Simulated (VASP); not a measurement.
# BaTiO3 (P1) in VASP: a series of runs

Runs on BaTiO3. Level: PBE. Tasks: single point.

All numbers are computed with VASP 6.6.1; they aren't measurements. Logs are shortened: lines on timing, memory, paths and dates and some standing lists are left out, and cuts for length are marked.

## Step 1: The cell of the first run

The typed cell holds 10 atoms: a = 3.964 Å, b = 5.669 Å, c = 5.729 Å, α = 93.55°, β = 92.29°, γ = 91.36°.

## Step 2: Single point, PBE

INCAR reads:

```
SYSTEM = BaTiO3
PREC     = Accurate       ! precision mode
ENCUT    = 520            ! plane-wave cutoff, eV
EDIFF    = 1E-6           ! SCF threshold, eV
ISMEAR   = -1             ! smearing method
SIGMA    = 0.05           ! smearing width, eV
LREAL    = .FALSE.        ! projectors in reciprocal space
LASPH    = .TRUE.         ! aspherical terms in the spheres
NELM     = 100            ! most SCF steps
ALGO     = Normal         ! electronic algorithm
ISIF     = 2              ! what is computed and relaxed
LWAVE    = .FALSE.        ! write WAVECAR
LCHARG   = .FALSE.        ! write CHGCAR
GGA      = PE             ! functional
NBANDS   = 51             ! bands
```

KPOINTS reads:

```
regular mesh
0
G
  3 2 2
  0 0 0
```

POSCAR reads:

```
BaTiO3
1.0
   -0.0915918800      0.0227814800     -3.9623969300
    3.8808838200      4.1317799600      0.0684987100
    3.9231712500     -4.1740673900      0.1138552900
Ba Ti O
2 2 6
Direct
    0.9974869000      0.0001477200      0.0004271700
    0.9998202700      0.4987526000      0.5010867700
    0.5007474000      0.4990591200      0.9978540800
    0.5036564600      0.9987681300      0.4973819700
    0.9989596600      0.4987799700      0.9982409700
    0.0019446300      0.9997553300      0.5021167700
    0.4941324700      0.2515279200      0.2525101600
    0.4993701600      0.7523144300      0.7482599000
    0.5032595700      0.2508647700      0.7496877100
    0.5006224800      0.7500300100      0.2524344900
```

Potentials or basis: VASP PAW PBE potentials, release 64 (Ba_sv, Ti_sv, O).

Run with:

```console
$ cat potpaw_PBE.64/Ba_sv/POTCAR potpaw_PBE.64/Ti_sv/POTCAR potpaw_PBE.64/O/POTCAR > POTCAR
$ mpirun -np 1 vasp_std > vasp.out
```

OUTCAR:

```text
SYSTEM = BaTiO3
   PREC = Accurate
   ENCUT = 520
   EDIFF = 1E-6
   ISMEAR = -1
   LREAL = .FALSE.
   LASPH = .TRUE.
   NELM = 100
   ISIF = 2
   GGA = PE

 ion  position               nearest neighbor table
   1  0.997  0.000  0.000-   8 2.71   7 2.72   5 2.83   5 2.84   9 2.84   8 2.85   6 2.86   7 2.86
                            10 2.87   6 2.87  10 2.88   9 2.91   3 3.42   4 3.42   4 3.42   3 3.42
   2  1.000  0.499  0.501-   8 2.72   7 2.72   7 2.82   6 2.83   6 2.84   8 2.85   5 2.85  10 2.85
                             9 2.85   9 2.87   5 2.88  10 2.89   3 3.40   4 3.41   4 3.43   3 3.43
   3  0.501  0.499  0.998-   9 1.94  10 1.97   5 1.97   5 1.99   7 2.09   8 2.09   2 3.40   1 3.42
                             1 3.42   2 3.43   1 3.48   1 3.51   2 3.53   2 3.57
   4  0.504  0.999  0.497-  10 1.93   9 1.97   6 1.97   6 1.99   8 2.07   7 2.07   2 3.41   1 3.42
                             1 3.42   2 3.43   2 3.49   2 3.51   1 3.52   1 3.58
   5  0.999  0.499  0.998-   3 1.97   3 1.99   1 2.83   1 2.84   2 2.85   2 2.88
   6  0.002  1.000  0.502-   4 1.97   4 1.99   2 2.83   2 2.84   1 2.86   1 2.87
   7  0.494  0.252  0.253-   4 2.07   3 2.09   1 2.72   2 2.72   2 2.82   1 2.86
   8  0.499  0.752  0.748-   4 2.07   3 2.09   1 2.71   2 2.72   2 2.85   1 2.85
   9  0.503  0.251  0.750-   3 1.94   4 1.97   1 2.84   2 2.85   2 2.87   1 2.91
  10  0.501  0.750  0.252-   4 1.93   3 1.97   2 2.85   1 2.87   1 2.88   2 2.89

  LATTYP: Found a triclinic cell.
 ALAT       =     3.9635208463
 B/A-ratio  =     2.8714633578
 C/A-ratio  =     1.7246286243
 COS(alpha) =     0.0029855317
 COS(beta)  =     0.5464108359
 COS(gamma) =     0.7283940205

  Lattice vectors:

 A1 = (   0.0915918800,  -0.0227814800,   3.9623969300)
 A2 = (   7.9872388300,  -0.0878503900,   8.1071478600)
 A3 = (  -3.8315793700,   4.1512859100,   3.8485416400)

Analysis of symmetry for initial positions (statically):
=====================================================================
 Subroutine PRICEL returns:
 Original cell was already a primitive cell.

 Routine SETGRP: Setting up the symmetry group for a
 triclinic supercell.

 Subroutine GETGRP returns: Found  1 space group operations
 (whereof  1 operations were pure point group operations)
 out of a pool of  2 trial point group operations.

The static configuration has the point symmetry C_1 .

Analysis of symmetry for dynamics (positions and initial velocities):
=====================================================================
 Subroutine PRICEL returns:
 Original cell was already a primitive cell.

 Routine SETGRP: Setting up the symmetry group for a
 triclinic supercell.

[... 115 lines left out ...]
   NUPDOWN=      -1.0000    fix difference up-down
   EMIN   =  10.00;   EMAX   =-10.00  energy-range for DOS
   EFERMI =   0.00;   METHOD = LEGACY
   ISMEAR =    -1;   SIGMA  =   0.05  broadening in eV -4-tet -1-fermi 0-gaus
   EFERMI_NEDOS =   21; number of points for ismear=-14 and -15
   IALGO  =     38    algorithm
   IMIX   =      4    mixing-type and parameters
     AMIX     =   0.40;   BMIX     =  1.00
     AMIX_MAG =   1.60;   BMIX_MAG =  1.00
  volume/ion in A,a.u.               =      12.83        86.61
  Fermi-wavevector in a.u.,A,eV,Ry     =   1.398451  2.642689 26.608446  1.955666
  Thomas-Fermi vector in A             =   2.521608
   LORBIT       =      0    0 simple, 1 ext, 2 COOP (PROOUT), +10 PAW based schemes
   GGA     = PE    functional components
   LHFCALC =     F    Hartree Fock is set to
   AEXX    =    0.0000 exact exchange contribution
   IVDW    =     0    specifies the selected vdW correction
   LEPSILON=     F    determine dielectric tensor
   LRPA    =     F    only Hartree local field effects (RPA)
 non-spin polarized calculation
  energy-cutoff  :      520.00
  volume of cell :      128.34
 maximum number of plane-waves:      3470
 NGX is ok and might be reduce to    30
   NGX = 15   NGY = 21   NGZ = 21

 number of electron      79.9999977 magnetization

 Free energy of the ion-electron system (eV)
  ---------------------------------------------------
  ext. energy  EPLUGINS =         0.00000000
  ---------------------------------------------------
  free energy    TOTEN  =       -79.44954243 eV

  energy without entropy =      -79.44954235  energy(sigma->0) =      -79.44954239

 E-fermi :   4.6665     XC(G=0): -11.2505

 val. band max:        3.8909473683   @ k =   0.0000   0.0000   0.0000
 cond. band min:       5.4263733648   @ k =   0.0000   0.0000   0.0000
 fundamental gap:      1.5354259965
 Fermi energy:         4.6665028608

 k-point     1 :       0.0000    0.0000    0.0000
  band No.  band energies     occupation
      1     -52.8946      2.00000
      2     -52.8092      2.00000
      3     -29.1646      2.00000
      4     -29.1180      2.00000
      5     -29.0954      2.00000
      6     -29.0649      2.00000
[... 421 lines left out ...]
     50      11.3834      0.00000
     51      11.4505      0.00000

------------------------ aborting loop because EDIFF is reached ----------------------------------------

  FORCE on cell =-STRESS in cart. coord.  units (eV):
  Direction    XX          YY          ZZ          XY          YZ          ZX
  --------------------------------------------------------------------------------------
  -------------------------------------------------------------------------------------
  Total        8.4002647     -1.1730127      5.0810836      1.0311954      1.0654165     -4.8167036
  in kB      104.8650990    -14.6433590     63.4299457     12.8729760     13.3001776    -60.1295454
  external PRESSURE =      51.2172286 kB  Pullay stress =       0.0000000 kB

 VOLUME and BASIS-vectors are now :
 -----------------------------------------------------------------------------
  energy-cutoff  :      520.00
  volume of cell :      128.34
      direct lattice vectors                 reciprocal lattice vectors
    -0.091591880  0.022781480 -3.962396930     0.005893134 -0.001348939 -0.252516472
     3.880883820  4.131779960  0.068498710     0.128847721  0.121040644 -0.002282437
     3.923171250 -4.174067390  0.113855290     0.127574530 -0.119767453 -0.003637513

 POSITION                                       TOTAL-FORCE (eV/Angst)
 -----------------------------------------------------------------------------------
     -0.08911      0.02155     -3.95238        -0.051758      0.028977     -0.073847
      3.80987     -0.00806     -3.87047        -0.008876      0.076384     -0.022621
      5.80568     -2.09170     -1.83636        -0.131435      0.012648     -0.006001
      5.78129      2.06206     -1.87064        -0.012928     -0.066317      0.026398
      5.76048     -2.08312     -3.81045         0.126991      0.008245     -0.009055
      5.84965      2.03494      0.11795         0.003871      0.069615      0.142759
      1.92153     -0.00348     -1.91197        -0.099608      0.061375     -0.141739
      5.80946     -0.00351     -1.84198         0.069839     -0.262581      0.007279
      3.86864     -2.08126     -1.89157         0.257016     -0.048599      0.078630
      3.85527      2.05669     -1.90355        -0.153111      0.120253     -0.001802
 -----------------------------------------------------------------------------------
    total drift:                                0.000623      0.000310     -0.000814

  FREE ENERGIE OF THE ION-ELECTRON SYSTEM (eV)
  ---------------------------------------------------
  free  energy   TOTEN  =       -79.4495424299 eV

  energy  without entropy=      -79.4495423521  energy(sigma->0) =      -79.44954239
```

stdout:

```text
POSCAR found type information on POSCAR BaTiO
 POSCAR found :  3 types and      10 ions
 scaLAPACK will be used
 LDA part: xc-table for (Slater+PW92), standard interpolation
 POSCAR, INCAR and KPOINTS ok, starting setup
 FFT: planning ... GRIDC
 FFT: planning ... GRID_SOFT
 FFT: planning ... GRID
 WAVECAR not read
 entering main loop
```

Wall time 2.3 min (1 thread of Intel Xeon 8259CL, shared host); peak memory 0.25 GiB.

What came out:

* Free energy: -79.4495 eV
* Pressure: 5.1 GPa
* Largest force: 0.273 eV/Å
* Band gap on the k mesh: 1.54 eV

Forces on the atoms (eV/Å):
```
Ba  -0.052  0.029 -0.074
Ba  -0.009  0.076 -0.023
Ti  -0.131  0.013 -0.006
Ti  -0.013 -0.066  0.026
O    0.127  0.008 -0.009
O    0.004  0.070  0.143
O   -0.100  0.061 -0.142
O    0.070 -0.263  0.007
O    0.257 -0.049  0.079
O   -0.153  0.120 -0.002
```

Stress tensor (GPa, compression positive):
```
10.49  1.29 -6.01
 1.29 -1.46  1.33
-6.01  1.33  6.34
```

Caveat: the k points lie up to 0.56 Å⁻¹ apart; spin-orbit coupling is left out, which moves the levels of the heavy elements.

## Step 3: Single point, PBE

INCAR reads:

```
PREC = Accurate
ENCUT = 520
EDIFF = 1E-6
ISMEAR = -1
SIGMA = 0.05
LREAL = F
LASPH = T
NELM = 100
ALGO = Normal
ISIF = 2
LWAVE = F
LCHARG = F
GGA = PE
NBANDS = 51
```

KPOINTS reads:

```
regular mesh
0
Gamma
  2 2 2
```

POSCAR is that of step 2.

Potentials or basis: VASP PAW PBE potentials, release 64 (Ba_sv, Ti_sv, O).

Run with:

```console
$ cat potpaw_PBE.64/Ba_sv/POTCAR potpaw_PBE.64/Ti_sv/POTCAR potpaw_PBE.64/O/POTCAR > POTCAR
$ mpirun -np 1 vasp_std > vasp.out
```

It took 2.1 min on 1 thread of Intel Xeon 8259CL, shared host; peak memory 0.25 GiB.

It converged, with:

* Free energy: -79.1001 eV
* Pressure: 5.6 GPa
* Largest force: 0.307 eV/Å
* Band gap on the k mesh: 1.35 eV

Forces in eV/Å, atoms in the order of the input:
```
Ba  -0.055  0.032 -0.074
Ba  -0.009  0.074 -0.023
Ti  -0.186  0.027 -0.029
Ti  -0.130 -0.013 -0.005
O    0.149 -0.001  0.005
O    0.086  0.020  0.161
O   -0.101  0.055 -0.131
O    0.070 -0.267  0.017
O    0.293 -0.048  0.078
O   -0.118  0.121 -0.002
```

Stress tensor (GPa, compression positive):
```
10.68  1.28 -6.01
 1.28 -1.55  1.33
-6.01  1.33  7.66
```

Levels at points of the mesh, in eV from the valence-band top:
```tsv
k point	band 38	band 39	band 40	band 41	band 42	band 43
(0.00, 0.00, 0.00)	-0.38	-0.33	-0.11	1.35	1.49	1.55
(0.50, 0.00, 0.00)	-0.20	-0.17	0.00	1.61	3.31	3.33
(0.00, 0.50, 0.00)	-0.96	-0.72	-0.72	2.20	2.31	2.56
(0.50, 0.50, 0.00)	-0.73	-0.62	-0.57	2.90	3.01	3.42
(0.00, 0.00, 0.50)	-0.97	-0.67	-0.64	2.21	2.32	2.57
(0.50, 0.00, 0.50)	-0.71	-0.63	-0.57	2.89	3.00	3.42
(0.00, 0.50, 0.50)	-0.92	-0.81	-0.56	1.61	1.65	2.87
(0.50, 0.50, 0.50)	-0.67	-0.33	-0.07	2.91	3.29	3.32
```

Caveat: the k points lie up to 0.79 Å⁻¹ apart; spin-orbit coupling is left out, which moves the levels of the heavy elements.
